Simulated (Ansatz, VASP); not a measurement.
HgTe in VASP and in Ansatz

```
CELL_PARAMETERS angstrom
0.00000 3.07712 3.07712
3.07712 0.00000 3.07712
3.07712 3.07712 0.00000
ATOMIC_POSITIONS crystal
Hg 0.05078 0.05078 0.94922
Te 0.50000 0.50000 0.50000
```

Change from the starting cell: all Hg atoms moved +0.312 Å, as atom 1 along Cartesian [0 0 1].

Alike in both runs: task single point; functional PBE; k mesh 14 × 14 × 14; occupations gaussian, width 0.15 eV; no spin polarisation.

|  | VASP | Ansatz |
| --- | --- | --- |
| version | VASP 6.6.1 | Ansatz 0.2.0 |
| potentials or method | VASP PAW PBE potentials, release 64 (Hg, Te), cutoff 520 eV | scalar-relativistic, plane waves, PAW |
| valence electrons in the cell | 18 | 36 |

|  | VASP | Ansatz | Ansatz less VASP |
| --- | --- | --- | --- |
| gap on the k mesh at the Fermi level (eV) | none | none | - |
| pressure (GPa) | 1.5 | 1.4 | -0.12 |
| traceless stress, the component that is largest in VASP (GPa) | 3.56 | 3.50 | -0.056 |
| rms of the force components (eV/Å) | 0.428 | 0.421 | -0.0073 |

Atom by atom the forces differ by 0.007 eV/Å (rms over components). A gap of «none» marks a metal or a gap that the smearing closes. VASP's potentials hold 18 valence electrons a cell and Ansatz's 36, so a difference there can come from the potentials and not from the codes.

Neither program's run includes spin-orbit coupling.
